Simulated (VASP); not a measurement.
Ba:

```
Ba
1.0
    -2.51250    2.51250    2.51250
     2.51250   -2.51250    2.51250
     2.51250    2.51250   -2.51250
Ba
1
Direct
  0.00000 0.00000 0.00000
```

| Item | Value |
| --- | --- |
| Program | VASP 6.6.1 |
| Task | relaxation of cell and atoms |
| Functional | LDA |
| Potentials or basis | VASP PAW LDA potentials, release 64 (Ba_sv) |
| Cutoff | 600 eV |
| k mesh | 12 × 12 × 12 |
| Occupations | gaussian, width 0.1 eV |
| Spin | no spin polarisation |

At the start: pressure -1.3 GPa; volume 63.44 Å³/atom.

Where does the relaxation end?

Over 16 steps the energy falls by 42.2 meV/atom and the volume is 54.20 Å³/atom (-14.6 %); space group Im-3m (No. 229, to 0.1 Å) before and after.

The path:
```csv
step,energy change (eV),largest force (eV/Å),pressure (GPa),volume (Å³)
1,0.0000,0.0000,-1.30,63.44
2,-0.0303,0.0000,-0.77,58.82
3,-0.0421,0.0000,-0.09,54.54
4,-0.0422,0.0000,0.01,54.05
5,-0.0422,0.0000,-0.02,54.23
6,-0.0422,0.0000,-0.03,54.23
7,-0.0422,0.0000,-0.02,54.22
8,-0.0422,0.0000,-0.02,54.22
9,-0.0422,0.0000,-0.02,54.22
10,-0.0422,0.0000,-0.02,54.22
11,-0.0422,0.0000,-0.02,54.22
12,-0.0422,0.0000,-0.02,54.22
13,-0.0422,0.0000,-0.03,54.22
14,-0.0422,0.0000,-0.02,54.22
15,-0.0422,0.0000,-0.01,54.21
16,-0.0422,0.0000,0.00,54.20
```

Final structure:
```cif
data_structure
_symmetry_space_group_name_H-M 'P 1'
_symmetry_Int_Tables_number 1
_cell_length_a 4.1293
_cell_length_b 4.1293
_cell_length_c 4.1293
_cell_angle_alpha 109.471
_cell_angle_beta 109.471
_cell_angle_gamma 109.471
_cell_volume 54.20
loop_
_atom_site_label
_atom_site_type_symbol
_atom_site_fract_x
_atom_site_fract_y
_atom_site_fract_z
_atom_site_occupancy
Ba1 Ba 0.00000 0.00000 0.00000 1
```
